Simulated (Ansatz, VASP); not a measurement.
One calculation of GaN, two programs

Contents of INCAR:

```
SYSTEM = GaN
PREC = Accurate
ENCUT = 600
EDIFF = 1E-6
ISMEAR = -1
SIGMA = 0.05
LREAL = .False.
LASPH = .True.
NELM = 120
ALGO = Normal
ISIF = 2
LWAVE = .False.
LCHARG = .False.
GGA = PS
NBANDS = 16
GGA_COMPAT = .False.
```

Contents of KPOINTS:

```
regular mesh
0
Gamma
  17 17 17
  0 0 0
```

The input POSCAR:

```
GaN
1.0
    0.0000000000      2.1097702465      2.1097702465
    2.1097702465      0.0000000000      2.1097702465
    2.1097702465      2.1097702465      0.0000000000
Ga N
1 1
Direct
    0.0000000000      0.0000000000      0.0000000000
    0.5000000000      0.5000000000      0.5000000000
```

Input for Ansatz:

```yaml
crystal:
  lattice:
    - [0.0, 2.1097702465, 2.1097702465]
    - [2.1097702465, 0.0, 2.1097702465]
    - [2.1097702465, 2.1097702465, 0.0]
  atoms:
    - { symbol: Ga, position: [0.0, 0.0, 0.0] }
    - { symbol: "N", position: [0.5, 0.5, 0.5] }
kpoints:
  mp_grid: { grid: [17, 17, 17] }
scf:
  occupations: { method: fermi_dirac, width: 0.05 }
hamiltonian:
  xc: pbesol
  pseudopotentials: { kind: all_electron, datasets: crystal }
output:
  forces: true
  stress: true
  eigenvalues: true
```

Change from the starting cell: volume scaled by 1, crystal datasets.

Alike in both runs: task single point; functional PBEsol; k mesh 17 × 17 × 17; occupations fermi-dirac, width 0.05 eV; no spin polarisation.

|  | VASP | Ansatz |
| --- | --- | --- |
| version | VASP 6.6.1 | Ansatz 0.2.0 |
| potentials or method | VASP PAW PBE potentials, release 64 (Ga_d, N), cutoff 600 eV | all-electron PAW with datasets made for the crystal, scalar-relativistic |

|  | VASP | Ansatz | Ansatz less VASP |
| --- | --- | --- | --- |
| pressure (GPa) | 0.2 | 0.1 | -0.14 |

VASP's potentials were made for PBE, not for PBEsol. Ansatz ran all-electron here, and VASP with PAW potentials.
